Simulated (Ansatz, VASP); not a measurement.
# GaP in VASP and in Ansatz

```xyz
2
Lattice="0.0000 2.7254 2.7254 2.7254 0.0000 2.7254 2.7254 2.7254 0.0000" Properties=species:S:1:pos:R:3 pbc="T T T"
Ga    0.0000    0.0000    0.0000
P     1.3627    1.3627    1.3627
```

Alike in both runs: task single point; functional r2SCAN; k mesh 8 × 8 × 8; no spin polarisation.

|  | VASP | Ansatz |
| --- | --- | --- |
| version | VASP 6.6.1 | Ansatz 0.2.0 |
| potentials or method | VASP PAW PBE potentials, release 64 (Ga_d, P) | plane waves, PAW |
| plane-wave cutoff (eV) | 550 | 500 |
| occupations | gaussian, width 0.01 eV | fixed |
| valence electrons in the cell | 18 | 18 |

```tsv
	VASP	Ansatz	Ansatz less VASP
gap on the k mesh at the Fermi level (eV)	1.90	1.89	-0.008
pressure (GPa)	0.0	0.0	+0.06
```

VASP's potentials were made for PBE, not for r2SCAN.
